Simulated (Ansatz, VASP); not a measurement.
## MnO in VASP and in Ansatz

```
Mn O
1.0
     0.00000    2.22200    2.22200
     2.22200    0.00000    2.22200
     2.22200    2.22200    0.00000
Mn O
1 1
Direct
  0.00000 0.00000 0.00000
  0.50000 0.50000 0.50000
```

Alike in both runs: task single point; functional r2SCAN; k mesh 7 × 7 × 7; occupations gaussian, width 0.05 eV; collinear spin; Hubbard terms Mn d U = 2.0 eV, J = 0.9 eV.

|  | VASP | Ansatz |
| --- | --- | --- |
| version | VASP 6.6.1 | Ansatz 0.2.0 |
| potentials or method | VASP PAW PBE potentials, release 64 (Mn_pv, O), cutoff 660 eV | scalar-relativistic, plane waves, PAW |
| valence electrons in the cell | 19 | 21 |

Ansatz gave:

| Item | Value |
| --- | --- |
| gap on the k mesh at the Fermi level (eV) | 0.28 |
| least direct gap on the mesh (eV) | 3.12 |
| pressure (GPa) | 1.9 |
| net moment per atom (μB) | 2.50 |
| size of the moment on the site where the two differ most (μB) | 4.29 |

Problem. What did VASP give for the same quantities?

Solution. gap on the k mesh at the Fermi level (eV): 0.30; least direct gap on the mesh (eV): 3.05; pressure (GPa): 1.3; net moment per atom (μB): 2.50; size of the moment on the site where the two differ most (μB): 4.58.

VASP's potentials were made for PBE, not for r2SCAN. Site moments also hang on the region over which each program counts them. The programs project onto different local orbitals, so the same U acts differently, and such runs can settle in different states. VASP's potentials hold 19 valence electrons a cell and Ansatz's 21, so a difference there can come from the potentials and not from the codes. Ansatz's warnings: stability check not made.
